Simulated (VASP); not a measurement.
# GaP (F-43m) in VASP: a series of runs

The runs below take GaP through single point, with PBE.

All numbers are computed with VASP 6.6.1; they aren't measurements. Logs are shortened: lines on timing, memory, paths and dates and some standing lists are left out, and cuts for length are marked.

## (1) The cell of the first run

It takes space group F-43m (No. 216, cubic). Conventional cell: a = 5.506 Å, b = 5.506 Å, c = 5.506 Å, α = 90.00°, β = 90.00°, γ = 90.00°. Within 3.1 Å of Ga (site symmetry -43m) lie 4 P at 2.38 Å. P (site symmetry -43m) has 4 Ga at 2.38 Å within 3.1 Å.

## (2) Single point, PBE

Contents of INCAR:

```
SYSTEM = GaP
PREC     = Accurate       ! precision mode
ENCUT    = 500            ! plane-wave cutoff, eV
EDIFF    = 1E-6           ! SCF threshold, eV
ISMEAR   = 0              ! smearing method
SIGMA    = 0.02           ! smearing width, eV
LREAL    = .False.        ! projectors in reciprocal space
LASPH    = .True.         ! aspherical terms in the spheres
NELM     = 120            ! most SCF steps
ALGO     = Normal         ! electronic algorithm
ISIF     = 2              ! what is computed and relaxed
LWAVE    = .False.        ! write WAVECAR
LCHARG   = .True.         ! write CHGCAR
GGA      = PE             ! functional
LELF     = .True.         ! ELF
LVHAR    = .True.       
NBANDS   = 16             ! bands
GGA_COMPAT= .False.
```

Contents of KPOINTS:

```
regular mesh
0
Gamma
  8 8 8
  0 0 0
```

Contents of POSCAR:

```
GaP
1.0
    0.0000000000      2.7529819216      2.7529819216
    2.7529819216      0.0000000000      2.7529819216
    2.7529819216      2.7529819216      0.0000000000
Ga P
1 1
Direct
    0.0000000000      0.0000000000      0.0000000000
    0.2500000000      0.2500000000      0.2500000000
```

Potentials or basis: VASP PAW PBE potentials, release 64 (Ga_d, P).

Launch:

```console
$ cat potpaw_PBE.64/Ga_d/POTCAR potpaw_PBE.64/P/POTCAR > POTCAR
$ mpirun -np 1 vasp_std > vasp.out
```

OUTCAR:

```text
SYSTEM = GaP
   PREC = Accurate
   ENCUT = 500
   EDIFF = 1E-6
   ISMEAR = 0
   LREAL = .False.
   LASPH = .True.
   NELM = 120
   ISIF = 2
   GGA = PE

 ion  position               nearest neighbor table
   1  0.000  0.000  0.000-   2 2.38   2 2.38   2 2.38   2 2.38
   2  0.250  0.250  0.250-   1 2.38   1 2.38   1 2.38   1 2.38

  LATTYP: Found a face centered cubic cell.
 ALAT       =     5.5059638432

  Lattice vectors:

 A1 = (   0.0000000000,   2.7529819216,   2.7529819216)
 A2 = (   2.7529819216,   0.0000000000,   2.7529819216)
 A3 = (   2.7529819216,   2.7529819216,   0.0000000000)

Analysis of symmetry for initial positions (statically):
=====================================================================
 Subroutine PRICEL returns:
 Original cell was already a primitive cell.

 Routine SETGRP: Setting up the symmetry group for a
 face centered cubic supercell.

 Subroutine GETGRP returns: Found 24 space group operations
 (whereof 24 operations were pure point group operations)
 out of a pool of 48 trial point group operations.

The static configuration has the point symmetry T_d .

Analysis of symmetry for dynamics (positions and initial velocities):
=====================================================================
 Subroutine PRICEL returns:
 Original cell was already a primitive cell.

 Routine SETGRP: Setting up the symmetry group for a
 face centered cubic supercell.

 Subroutine GETGRP returns: Found 24 space group operations
 (whereof 24 operations were pure point group operations)
 out of a pool of 48 trial point group operations.

The dynamic configuration has the point symmetry T_d .

 Subroutine INISYM returns: Found 24 space group operations
 (whereof 24 operations are pure point group operations),
 and found     1 'primitive' translations

----------------------------------------------------------------------------------------

                                     Primitive cell

  volume of cell :      41.7292

  direct lattice vectors                    reciprocal lattice vectors
     0.000000000  2.752981922  2.752981922    -0.181621244  0.181621244  0.181621244
     2.752981922  0.000000000  2.752981922     0.181621244 -0.181621244  0.181621244
     2.752981922  2.752981922  0.000000000     0.181621244  0.181621244 -0.181621244

  length of vectors
     3.893304370  3.893304370  3.893304370     0.314577222  0.314577222  0.314577222

  position of ions in fractional coordinates (direct lattice)
     0.000000000  0.000000000  0.000000000
     0.250000000  0.250000000  0.250000000

  ion indices of the primitive-cell ions
   primitive index   ion index
                 1           1
                 2           2

----------------------------------------------------------------------------------------

 KPOINTS: regular mesh

Automatic generation of k-mesh.
 Grid dimensions read from file:
 generate k-points for:    8    8    8

 Generating k-lattice:

  Cartesian coordinates                     Fractional coordinates (reciprocal lattice)
    -0.022702655  0.022702655  0.022702655     0.125000000  0.000000000  0.000000000
     0.022702655 -0.022702655  0.022702655     0.000000000  0.125000000  0.000000000
     0.022702655  0.022702655 -0.022702655     0.000000000  0.000000000  0.125000000

  Length of vectors
     0.039322153  0.039322153  0.039322153

  Shift w.r.t. Gamma in fractional coordinates (k-lattice)
     0.000000000  0.000000000  0.000000000

 Subroutine IBZKPT returns following result:
 ===========================================

 Found     29 irreducible k-points:

 Following reciprocal coordinates:
            Coordinates               Weight
  0.000000  0.000000  0.000000      1.000000
  0.125000  0.000000  0.000000      8.000000
  0.250000  0.000000  0.000000      8.000000
  0.375000  0.000000  0.000000      8.000000
  0.500000  0.000000  0.000000      4.000000
  0.125000  0.125000  0.000000      6.000000
[... 16 lines left out ...]
  0.500000  0.250000  0.125000     48.000000
 -0.375000  0.250000  0.125000     24.000000
 [... further k-points ...]
   k-points           NKPTS =     29   k-points in BZ     NKDIM =     29   number of bands    NBANDS=     16
   number of dos      NEDOS =    301   number of ions     NIONS =      2
   total plane-waves  NPLWV =  21952
   dimension x,y,z NGX =    28 NGY =   28 NGZ =   28
   dimension x,y,z NGXF=    56 NGYF=   56 NGZF=   56
   ions per type =               1   1
   NGX,Y,Z   is equivalent  to a cutoff of  11.96, 11.96, 11.96 a.u.
   NGXF,Y,Z  is equivalent  to a cutoff of  23.91, 23.91, 23.91 a.u.
 SYSTEM =  GaP
   PREC   = accura    normal or accurate (medium, high low for compatibility)
   ISTART =      0    job   : 0-new  1-cont  2-samecut
   ICHARG =      2    charge: 1-file 2-atom 10-const
   ISPIN  =      1    spin polarized calculation?
   LNONCOLLINEAR =      F non collinear calculations
   LSORBIT =      F    spin-orbit coupling
   LASPH  =      T    aspherical Exc in radial PAW
   ENCUT  =  500.0 eV  36.75 Ry    6.06 a.u.   7.10  7.10  7.10*2*pi/ulx,y,z
   NELM   =    120;   NELMIN=  2; NELMDL= -5     # of ELM steps
   EDIFF  = 0.1E-05   stopping-criterion for ELM
   LREAL  =      F    real-space projection
   EDIFFG = 0.1E-04   stopping-criterion for IOM
   NSW    =      0    number of steps for IOM
   IBRION =     -1    ionic relax: 0-MD 1-quasi-New 2-CG
   NFREE  =      0    steps in history (QN), initial steepest desc. (CG)
   ISIF   =      2    stress and relaxation
   ISYM   =      2    0-nonsym 1-usesym 2-fastsym
   POTIM  = 0.5000    time-step for ionic-motion
   TEBEG  =    0.0;   TEEND  =   0.0 temperature during run
   PSTRESS=    0.0 pullay stress
   NELECT =      18.0000    total number of electrons
   NUPDOWN=      -1.0000    fix difference up-down
   EMIN   =  10.00;   EMAX   =-10.00  energy-range for DOS
   EFERMI =   0.00;   METHOD = LEGACY
   ISMEAR =     0;   SIGMA  =   0.02  broadening in eV -4-tet -1-fermi 0-gaus
   EFERMI_NEDOS =   21; number of points for ismear=-14 and -15
   IALGO  =     38    algorithm
   IMIX   =      4    mixing-type and parameters
     AMIX     =   0.40;   BMIX     =  1.00
     AMIX_MAG =   1.60;   BMIX_MAG =  1.00
  volume/ion in A,a.u.               =      20.86       140.80
  Fermi-wavevector in a.u.,A,eV,Ry     =   1.236950  2.337497 20.817546  1.530046
  Thomas-Fermi vector in A             =   2.371538
   LORBIT       =      0    0 simple, 1 ext, 2 COOP (PROOUT), +10 PAW based schemes
   GGA     = PE    functional components
   LHFCALC =     F    Hartree Fock is set to
   AEXX    =    0.0000 exact exchange contribution
   IVDW    =     0    specifies the selected vdW correction
   LEPSILON=     F    determine dielectric tensor
   LRPA    =     F    only Hartree local field effects (RPA)
 non-spin polarized calculation
 Gauss-broadening in eV      SIGMA  =   0.02
  energy-cutoff  :      500.00
  volume of cell :       41.73
 maximum number of plane-waves:      1068
   NGX = 15   NGY = 15   NGZ = 15

 number of electron      18.0000009 magnetization

 Free energy of the ion-electron system (eV)
  ---------------------------------------------------
  ext. energy  EPLUGINS =         0.00000000
  ---------------------------------------------------
  free energy    TOTEN  =        -9.12545987 eV

  energy without entropy =       -9.12545987  energy(sigma->0) =       -9.12545987

 E-fermi :   4.5072     XC(G=0):  -9.6953

 val. band max:        4.3472251231   @ k =   0.0000   0.0000   0.0000
 cond. band min:       5.9232712370   @ k =   0.0000   0.0000   0.0000
 fundamental gap:      1.5760461139
 Fermi energy:         4.5071788631

 k-point     1 :       0.0000    0.0000    0.0000
  band No.  band energies     occupation
      1     -10.1558      2.00000
      2     -10.1558      2.00000
      3     -10.1558      2.00000
      4     -10.0651      2.00000
      5     -10.0651      2.00000
      6      -7.9203      2.00000
[... 8 lines left out ...]
     15      14.0922      0.00000
     16      14.0922      0.00000

 k-point     2 :       0.1250    0.0000    0.0000
  band No.  band energies     occupation
      1     -10.1676      2.00000
      2     -10.1516      2.00000
      3     -10.1516      2.00000
      4     -10.0651      2.00000
      5     -10.0651      2.00000
      6      -7.7259      2.00000
[... 8 lines left out ...]
     15      13.4865      0.00000
     16      13.9053      0.00000

 k-point     3 :       0.2500    0.0000    0.0000
  band No.  band energies     occupation
      1     -10.1940      2.00000
      2     -10.1425      2.00000
      3     -10.1425      2.00000
      4     -10.0639      2.00000
      5     -10.0639      2.00000
      6      -7.1757      2.00000
[... 8 lines left out ...]
     15      13.3025      0.00000
     16      14.1925      0.00000

 k-point     4 :       0.3750    0.0000    0.0000
  band No.  band energies     occupation
      1     -10.2181      2.00000
      2     -10.1355      2.00000
      3     -10.1355      2.00000
      4     -10.0605      2.00000
      5     -10.0605      2.00000
      6      -6.4129      2.00000
[... 8 lines left out ...]
     15      14.4578      0.00000
     16      14.4578      0.00000
[... 324 lines left out ...]
 k-point    22 :       0.3750    0.2500    0.1250
  band No.  band energies     occupation
      1     -10.2152      2.00000
      2     -10.1317      2.00000
      3     -10.1281      2.00000
      4     -10.0745      2.00000
      5     -10.0569      2.00000
      6      -6.7070      2.00000
[... 8 lines left out ...]
     15      15.3489      0.00000
     16      16.5751      0.00000

 k-point    23 :       0.5000    0.2500    0.1250
  band No.  band energies     occupation
      1     -10.2291      2.00000
      2     -10.1283      2.00000
      3     -10.1198      2.00000
      4     -10.0726      2.00000
      5     -10.0569      2.00000
      6      -5.9899      2.00000
[... 8 lines left out ...]
     15      15.7261      0.00000
     16      17.0439      0.00000

 k-point    24 :      -0.3750    0.2500    0.1250
  band No.  band energies     occupation
      1     -10.2342      2.00000
      2     -10.1278      2.00000
      3     -10.1169      2.00000
      4     -10.0694      2.00000
      5     -10.0584      2.00000
      6      -5.5638      2.00000
[... 8 lines left out ...]
     15      16.2404      0.00000
     16      16.6815      0.00000

 [... further k-points ...]

------------------------ aborting loop because EDIFF is reached ----------------------------------------

  FORCE on cell =-STRESS in cart. coord.  units (eV):
  Direction    XX          YY          ZZ          XY          YZ          ZX
  --------------------------------------------------------------------------------------
  -------------------------------------------------------------------------------------
  Total       -0.0190322     -0.0190322     -0.0190322      0.0000000      0.0000000      0.0000000
  in kB       -0.7307327     -0.7307327     -0.7307327      0.0000000      0.0000000      0.0000000
  external PRESSURE =      -0.7307327 kB  Pullay stress =       0.0000000 kB

 VOLUME and BASIS-vectors are now :
 -----------------------------------------------------------------------------
  energy-cutoff  :      500.00
  volume of cell :       41.73
      direct lattice vectors                 reciprocal lattice vectors
     0.000000000  2.752981922  2.752981922    -0.181621244  0.181621244  0.181621244
     2.752981922  0.000000000  2.752981922     0.181621244 -0.181621244  0.181621244
     2.752981922  2.752981922  0.000000000     0.181621244  0.181621244 -0.181621244

 POSITION                                       TOTAL-FORCE (eV/Angst)
 -----------------------------------------------------------------------------------
      0.00000      0.00000      0.00000         0.000000     -0.000000     -0.000000
      1.37649      1.37649      1.37649        -0.000000      0.000000      0.000000
 -----------------------------------------------------------------------------------
    total drift:                                0.000001      0.000001      0.000001

  FREE ENERGIE OF THE ION-ELECTRON SYSTEM (eV)
  ---------------------------------------------------
  free  energy   TOTEN  =        -9.1254598721 eV

  energy  without entropy=       -9.1254598721  energy(sigma->0) =       -9.12545987
```

It took 11 s on 1 thread of AMD EPYC 9R45 (Zen 5), shared host; peak memory 0.13 GiB.

What came out:

* Free energy: -9.1255 eV
* Pressure: -0.1 GPa
* Band gap on the k mesh: 1.58 eV

Levels at points of the mesh, in eV from the valence-band top:
```csv
k point,band 7,band 8,band 9,band 10,band 11,band 12
"(0.00, 0.00, 0.00)",0.00,0.00,0.00,1.58,3.90,3.90
"(0.50, 0.00, 0.00)",-6.46,-1.07,-1.07,1.58,4.73,4.73
"(0.50, 0.50, 0.00)",-6.61,-2.58,-2.58,1.72,1.85,10.37
```

(Part 1 of 2 ends here.)
